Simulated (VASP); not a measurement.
CaF: single point with PBE

The system is CaF.

```xyz
2
Lattice="3.9612 0.0000 0.0000 0.0000 3.9612 0.0000 0.0000 0.0000 4.2639" Properties=species:S:1:pos:R:3 pbc="T T T"
Ca    0.0000    0.0000    2.1320
F     0.0000    0.0000    0.0000
```

The cell was built from a structure type or drawn by symmetry, and may not be a known phase.

```yaml
Program: VASP 6.6.1
Task: single point
Functional: PBE
Potentials_or_basis: VASP PAW PBE potentials, release 64 (Ca_sv, F)
Cutoff: 600 eV
k_mesh: 6 × 6 × 4
Occupations: gaussian, width 0.1 eV
Spin: no spin polarisation
```

```yaml
Pressure: 0.4 GPa
Band_gap_on_the_k_mesh: zero (an odd number of electrons rules out a gap without spin polarisation)
```

Stress tensor (GPa, compression positive):
```
0.27 0.00 0.00
0.00 0.27 0.00
0.00 0.00 0.53
```

Levels at points of the mesh, in eV from the Fermi level:
| k point | band 4 | band 5 | band 6 | band 7 | band 8 | band 9 | band 10 | band 11 | band 12 | band 13 |
| --- | --- | --- | --- | --- | --- | --- | --- | --- | --- | --- |
| (0.00, 0.00, 0.00) | -22.96 | -22.83 | -5.51 | -5.39 | -5.39 | -1.98 | 1.38 | 3.65 | 3.68 | 3.68 |
| (0.50, 0.00, 0.00) | -22.95 | -22.83 | -5.71 | -5.49 | -5.37 | 0.30 | 0.83 | 2.69 | 2.82 | 3.76 |
| (0.50, 0.50, 0.00) | -23.02 | -22.82 | -5.63 | -5.63 | -5.47 | 0.50 | 2.95 | 2.95 | 3.22 | 3.22 |
| (0.00, 0.00, 0.50) | -22.95 | -21.47 | -6.91 | -5.59 | -5.59 | -1.10 | 1.60 | 2.02 | 3.70 | 4.34 |
| (0.50, 0.00, 0.50) | -22.95 | -21.47 | -6.88 | -5.90 | -5.56 | 0.83 | 1.42 | 2.77 | 2.95 | 4.44 |
| (0.50, 0.50, 0.50) | -23.01 | -21.47 | -6.85 | -5.84 | -5.84 | 1.02 | 3.46 | 3.46 | 3.65 | 3.65 |

It took 83 s on 1 thread of Intel Xeon 8259CL (shared host), peak memory 0.2 GiB.

Caveat: the k points lie up to 0.37 Å⁻¹ apart, too coarse for converged energies and pressures of a metal; an odd number of electrons without spin polarisation forces a metal; a magnetic or distorted state may lie lower.
